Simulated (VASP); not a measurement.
Set up this calculation in VASP 6.6.1, as the native input.

```yaml
Task: single point
Functional: PBE
Potentials_or_basis: VASP PAW PBE potentials, release 64 (Hg, Te)
Cutoff: 520 eV
k_mesh: 6 × 6 × 6
Occupations: gaussian, width 0.05 eV
Spin: no spin polarisation
Dipole_correction: no
Further_INCAR_settings: ALGO = Normal; EDIFF = 1e-07; NBANDS = 16
```

The structure of HgTe lies in POSCAR:

```
HgTe
1.0
    0.0000000000      3.2599372858      3.2599372858
    3.2599372858      0.0000000000      3.2599372858
    3.2599372858      3.2599372858      0.0000000000
Hg Te
1 1
Direct
    0.0000000000      0.0000000000      0.0000000000
    0.2500000000      0.2500000000      0.2500000000
```

These files were run (other wordings do the same):

INCAR

```
SYSTEM = HgTe
ALGO = Normal
EDIFF = 1E-7
ENCUT = 520
GGA = PE
ISIF = 2
ISMEAR = 0
LASPH = .True.
LCHARG = .False.
LREAL = .False.
LWAVE = .False.
NBANDS = 16
NELM = 100
PREC = Accurate
SIGMA = 0.05
```

KPOINTS

```
k-points
0
Gamma
  6 6 6
  0 0 0
```

Potentials or basis: VASP PAW PBE potentials, release 64 (Hg, Te).

Run with:

```bash
$ cat potpaw_PBE.64/Hg/POTCAR potpaw_PBE.64/Te/POTCAR > POTCAR
$ mpirun -np 1 vasp_std > vasp.out
```

It gave:

```
Pressure               : 2.5 GPa
Band gap on the k mesh : zero (filled and empty bands touch)
```

Caveat: semilocal functionals underestimate gaps, so a narrow gap can read as zero; spin-orbit coupling is left out, which moves the levels of the heavy elements.

Run time: 10 s on 1 thread of Intel(R) Xeon(R) 6975P-C (Granite Rapids) (shared host), peak memory 0.2 GiB.
